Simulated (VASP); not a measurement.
# C in VASP: single point with PBE+D3(BJ)

Aim: the single point of C with PBE+D3(BJ).

All numbers are computed with VASP 6.6.1; they aren't measurements. Logs are shortened: lines on timing, memory, paths and dates and some standing lists are left out, and cuts for length are marked.

### Step 1. The cell of the first run

The cell holds a slab with vacuum, 32 atoms: a = 5.030 Å, b = 5.030 Å, c = 23.674 Å, α = 90.00°, β = 90.00°, γ = 120.00°.

### Step 2. Single point, PBE+D3(BJ)

The input, INCAR:

```
ALGO = Normal
DIPOL = 0.5 0.5 0.539
EDIFF = 1E-6
ENCUT = 520
GGA = PE
IDIPOL = 3
ISIF = 2
ISMEAR = 0
IVDW = 12
LASPH = T
LCHARG = F
LDIPOL = T
LREAL = Auto
LWAVE = F
NBANDS = 86
NELM = 60
PREC = Accurate
SIGMA = 0.05
```

The input, KPOINTS:

```
k-points
0
Gamma
  6 6 1
```

The input, POSCAR:

```
C
1.0
    5.0301999808      0.0000000000      0.0000000000
   -2.5150999904      4.3562809695      0.0000000000
    0.0000000000      0.0000000000     23.6741042643
C
32
Direct
    0.6666666667      0.3333333333      0.3590420953
    0.6666666667      0.8333333333      0.3590420953
    0.1666666667      0.3333333333      0.3590420953
    0.1666666667      0.8333333333      0.3590420953
    0.5000000000      0.5000000000      0.3807279268
    0.5000000000      0.0000000000      0.3807279268
    0.0000000000      0.5000000000      0.3807279268
    0.0000000000      0.0000000000      0.3807279268
    0.0000000000      0.5000000000      0.4457854213
    0.0000000000      0.0000000000      0.4457854213
    0.5000000000      0.5000000000      0.4457854213
    0.5000000000      0.0000000000      0.4457854213
    0.8333333333      0.6666666667      0.4674712528
    0.8333333333      0.1666666667      0.4674712528
    0.3333333333      0.6666666667      0.4674712528
    0.3333333333      0.1666666667      0.4674712528
    0.3333333333      0.6666666667      0.5925111256
    0.3333333333      0.1666666667      0.5925111256
    0.8333333333      0.6666666667      0.5925111256
    0.8333333333      0.1666666667      0.5925111256
    0.1666666667      0.8333333333      0.5929258681
    0.1666666667      0.3333333333      0.5929258681
    0.6666666667      0.8333333333      0.5929258681
    0.6666666667      0.3333333333      0.5929258681
    0.6666666667      0.8333333333      0.7351864765
    0.6666666667      0.3333333333      0.7351864765
    0.1666666667      0.8333333333      0.7351864765
    0.1666666667      0.3333333333      0.7351864765
    0.5000000000      0.0000000000      0.7352290043
    0.5000000000      0.5000000000      0.7352290043
    0.0000000000      0.0000000000      0.7352290043
    0.0000000000      0.5000000000      0.7352290043
```

Potentials or basis: VASP PAW PBE potentials, release 64 (C).

On the command line:

```sh
$ cat potpaw_PBE.64/C/POTCAR > POTCAR
$ mpirun -np 1 vasp_std > vasp.out
```

OUTCAR:

```text
EDIFF = 1E-6
   ENCUT = 520
   GGA = PE
   ISIF = 2
   ISMEAR = 0
   IVDW = 12
   LASPH = T
   LREAL = Auto
   NELM = 60
   PREC = Accurate
 IVDW          = 12

 ion  position               nearest neighbor table
   1  0.667  0.333  0.359-   7 1.54   6 1.54   5 1.54
   2  0.667  0.833  0.359-   8 1.54   5 1.54   6 1.54
   3  0.167  0.333  0.359-   5 1.54   8 1.54   7 1.54
   4  0.167  0.833  0.359-   6 1.54   7 1.54   8 1.54
   5  0.500  0.500  0.381-   3 1.54   2 1.54   1 1.54  11 1.54
   6  0.500  0.000  0.381-   4 1.54   1 1.54   2 1.54  12 1.54
   7  0.000  0.500  0.381-   1 1.54   4 1.54   3 1.54   9 1.54
   8  0.000  0.000  0.381-   2 1.54   3 1.54   4 1.54  10 1.54
   9  0.000  0.500  0.446-  15 1.54  14 1.54  13 1.54   7 1.54
  10  0.000  0.000  0.446-  16 1.54  13 1.54  14 1.54   8 1.54
  11  0.500  0.500  0.446-  13 1.54  16 1.54  15 1.54   5 1.54
  12  0.500  0.000  0.446-  14 1.54  15 1.54  16 1.54   6 1.54
  13  0.833  0.667  0.467-  11 1.54  10 1.54   9 1.54
  14  0.833  0.167  0.467-  12 1.54   9 1.54  10 1.54
  15  0.333  0.667  0.467-   9 1.54  12 1.54  11 1.54
  16  0.333  0.167  0.467-  10 1.54  11 1.54  12 1.54
  17  0.333  0.667  0.593-  21 1.45  23 1.45  22 1.45
[... 22 lines left out ...]
 A1 = (   5.0301999808,   0.0000000000,   0.0000000000)
 A2 = (  -2.5150999904,   4.3562809695,   0.0000000000)
 A3 = (   0.0000000000,   0.0000000000,  23.6741042643)

Analysis of symmetry for initial positions (statically):
=====================================================================
 Subroutine PRICEL returns following result:

  LATTYP: Found a hexagonal cell.
 ALAT       =     2.5150999904
 C/A-ratio  =     9.4127884993

  Lattice vectors:

 A1 = (   2.5150999904,   0.0000000000,   0.0000000000)
 A2 = (  -1.2575499952,   2.1781404848,   0.0000000000)
 A3 = (   0.0000000000,   0.0000000000,  23.6741042643)

   4 primitive cells build up your supercell.

 Routine SETGRP: Setting up the symmetry group for a
 hexagonal supercell.

 Subroutine GETGRP returns: Found  6 space group operations
 (whereof  6 operations were pure point group operations)
 out of a pool of 24 trial point group operations.

The static configuration has the point symmetry C_3v.

Analysis of symmetry for dynamics (positions and initial velocities):
=====================================================================
 Subroutine PRICEL returns following result:

  LATTYP: Found a hexagonal cell.
 ALAT       =     2.5150999904
 C/A-ratio  =     9.4127884993

  Lattice vectors:
[... 120 lines left out ...]
   NUPDOWN=      -1.0000    fix difference up-down
   EMIN   =  10.00;   EMAX   =-10.00  energy-range for DOS
   EFERMI =   0.00;   METHOD = LEGACY
   ISMEAR =     0;   SIGMA  =   0.05  broadening in eV -4-tet -1-fermi 0-gaus
   EFERMI_NEDOS =   21; number of points for ismear=-14 and -15
   IALGO  =     38    algorithm
   IMIX   =      4    mixing-type and parameters
     AMIX     =   0.40;   BMIX     =  1.00
     AMIX_MAG =   1.60;   BMIX_MAG =  1.00
  volume/ion in A,a.u.               =      16.21       109.40
  Fermi-wavevector in a.u.,A,eV,Ry     =   1.026802  1.940374 14.344919  1.054322
  Thomas-Fermi vector in A             =   2.160714
   LORBIT       =      0    0 simple, 1 ext, 2 COOP (PROOUT), +10 PAW based schemes
   GGA     = PE    functional components
   LHFCALC =     F    Hartree Fock is set to
   AEXX    =    0.0000 exact exchange contribution
   IVDW    =    12    specifies the selected vdW correction
   LEPSILON=     F    determine dielectric tensor
   LRPA    =     F    only Hartree local field effects (RPA)
 non-spin polarized calculation
 Gauss-broadening in eV      SIGMA  =   0.05
  energy-cutoff  :      520.00
  volume of cell :      518.77
 maximum number of plane-waves:     14009
 NGX is ok and might be reduce to    40
   NGX = 19   NGY = 19   NGZ = 89

 dipolmoment           0.000000      0.000000      0.501908 electrons x Angstroem

 number of electron     128.0000002 magnetization

 dipolmoment           0.000000      0.000000     -0.154798 electrons x Angstroem

 Free energy of the ion-electron system (eV)
  ---------------------------------------------------
  ext. energy  EPLUGINS =         0.00000000
  ---------------------------------------------------
  free energy    TOTEN  =      -277.34139318 eV

  energy without entropy =     -277.33567039  energy(sigma->0) =     -277.33853178

 E-fermi :   0.1136     XC(G=0):  -5.9188

 val. band max:        0.1103524441   @ k =   0.3333   0.3333   0.0000
 cond. band min:       0.1821957290   @ k =   0.5000   0.0000   0.0000
 fundamental gap:      0.0718432849
 Fermi energy:         0.1135911928

 k-point     1 :       0.0000    0.0000    0.0000
  band No.  band energies     occupation
      1     -20.2621      2.00000
      2     -19.0161      2.00000
      3     -18.8648      2.00000
      4     -16.8889      2.00000
      5     -15.1023      2.00000
      6     -15.1023      2.00000
[... 542 lines left out ...]
     75       6.2392      0.00000
     76       6.2392      0.00000
 [bands above 76 left out]

------------------------ aborting loop because EDIFF is reached ----------------------------------------

 vacuum level on the upper side and lower side of the slab       (xc-potential included)        -0.698         0.512

 Edisp (eV)   -4.55940

 E8    (eV) :    -1.3463

  FORCE on cell =-STRESS in cart. coord.  units (eV):
  Direction    XX          YY          ZZ          XY          YZ          ZX
  --------------------------------------------------------------------------------------
  -------------------------------------------------------------------------------------
  Total     -28.33229   -28.33229    -0.39892    -0.00000     0.00000    -0.00000
  in kB     -87.50193   -87.50193    -1.23203    -0.00000     0.00000    -0.00000
  external pressure =      -58.75 kB  Pullay stress =        0.00 kB

 VOLUME and BASIS-vectors are now :
 -----------------------------------------------------------------------------
  energy-cutoff  :      520.00
  volume of cell :      518.77
      direct lattice vectors                 reciprocal lattice vectors
     5.030199981  0.000000000  0.000000000     0.198799253  0.114776802  0.000000000
    -2.515099990  4.356280970  0.000000000     0.000000000  0.229553605  0.000000000
     0.000000000  0.000000000 23.674104264     0.000000000  0.000000000  0.042240247

 POSITION                                       TOTAL-FORCE (eV/Angst)
 -----------------------------------------------------------------------------------
      2.51510      1.45209      8.50000        -0.000000     -0.000000      4.040857
      1.25755      3.63023      8.50000         0.000000     -0.000000      4.040857
      0.00000      1.45209      8.50000         0.000000     -0.000000      4.040857
     -1.25755      3.63023      8.50000         0.000000     -0.000000      4.040857
      1.25755      2.17814      9.01339         0.000000     -0.000000     -6.675312
      2.51510      0.00000      9.01339         0.000000     -0.000000     -6.675312
[... 24 lines left out ...]
      0.00000      0.00000     17.40589        -0.000000      0.000000     -0.009912
     -1.25755      2.17814     17.40589         0.000000     -0.000000     -0.009912
 -----------------------------------------------------------------------------------
    total drift:                                0.000006     -0.000003     -0.087170

  FREE ENERGIE OF THE ION-ELECTRON SYSTEM (eV)
  ---------------------------------------------------
  free  energy   TOTEN  =      -281.9007882314 eV

  energy  without entropy=     -281.8950654485  energy(sigma->0) =     -281.89792684

 vacuum level on the upper side and lower side of the slab         4.504         5.749
```

stdout:

```text
POSCAR found type information on POSCAR C
 POSCAR found :  1 types and      32 ions
 scaLAPACK will be used
 LDA part: xc-table for (Slater+PW92), standard interpolation
 POSCAR, INCAR and KPOINTS ok, starting setup
 FFT: planning ... GRIDC
 FFT: planning ... GRID_SOFT
 FFT: planning ... GRID
 WAVECAR not read
 entering main loop
```

It took 13 min on 1 thread of Intel Xeon Platinum 8259CL at 2.50GHz (Skylake/Cascade Lake), shared host; peak memory 0.67 GiB.

Results:

```
Free energy                : -281.9008 eV
Largest force              : 6.675 eV/Å
Dispersion energy per atom : -0.142 eV
```

Forces on the atoms (eV/Å):
```
C    0.000  0.000  4.041
C    0.000  0.000  4.041
C    0.000  0.000  4.041
C    0.000  0.000  4.041
C    0.000  0.000 -6.675
C    0.000  0.000 -6.675
C    0.000  0.000 -6.675
C    0.000  0.000 -6.675
C    0.000  0.000  6.570
C    0.000  0.000  6.570
C    0.000  0.000  6.570
C    0.000  0.000  6.570
C    0.000  0.000 -3.933
C    0.000  0.000 -3.933
C    0.000  0.000 -3.933
C    0.000  0.000 -3.933
C    0.000  0.000 -0.002
C    0.000  0.000 -0.002
C    0.000  0.000 -0.002
C    0.000  0.000 -0.002
C    0.000  0.000  0.004
C    0.000  0.000  0.004
C    0.000  0.000  0.004
C    0.000  0.000  0.004
C    0.000  0.000  0.006
C    0.000  0.000  0.006
C    0.000  0.000  0.006
C    0.000  0.000  0.006
C    0.000  0.000 -0.010
C    0.000  0.000 -0.010
C    0.000  0.000 -0.010
C    0.000  0.000 -0.010
```
